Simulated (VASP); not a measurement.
Write the native input for VASP 6.6.1 that does the following.

| Property | Result |
| --- | --- |
| Task | single point |
| Functional | PBE |
| Potentials or basis | VASP PAW PBE potentials, release 64 (Ta_pv, C) |
| Cutoff | 600 eV |
| k mesh | 6 × 6 × 6 |
| Occupations | gaussian, width 0.1 eV |
| Spin | no spin polarisation |
| Dipole correction | no |
| Further INCAR settings | ALGO = Normal; EDIFF = 1e-06; NBANDS = 14 |

The structure of TaC lies in POSCAR:

```
TaC
1.0
    0.0000000000      2.2375190976      2.2375190976
    2.2375190976      0.0000000000      2.2375190976
    2.2375190976      2.2375190976      0.0000000000
Ta C
1 1
Direct
    0.0000000000      0.0000000000      0.0000000000
    0.5000000000      0.5000000000      0.5000000000
```

The input as run:

INCAR

```
PREC     = Accurate       # precision mode
ENCUT    = 600            # plane-wave cutoff, eV
EDIFF    = 1E-6           # SCF threshold, eV
ISMEAR   = 0              # smearing method
SIGMA    = 0.1            # smearing width, eV
LREAL    = False          # projectors in reciprocal space
LASPH    = True           # aspherical terms in the spheres
NELM     = 120            # most SCF steps
ALGO     = Normal         # electronic algorithm
ISIF     = 2              # what is computed and relaxed
LWAVE    = False          # write WAVECAR
LCHARG   = False          # write CHGCAR
GGA      = PE             # functional
NBANDS   = 14             # bands
GGA_COMPAT= False
```

KPOINTS

```
Automatic mesh
0
Gamma
  6 6 6
```

Potentials or basis: VASP PAW PBE potentials, release 64 (Ta_pv, C).

Run with:

```sh
$ cat potpaw_PBE.64/Ta_pv/POTCAR potpaw_PBE.64/C/POTCAR > POTCAR
$ mpirun -np 1 vasp_std > vasp.out
```

It gave:

```
Pressure : 0.5 GPa
```

Caveat: the k points lie up to 0.41 Å⁻¹ apart.

It took 4.7 s on 1 thread of AMD EPYC 9R45 96-Core Processor (Zen 5), with other jobs on the host, peak memory 0.13 GiB.
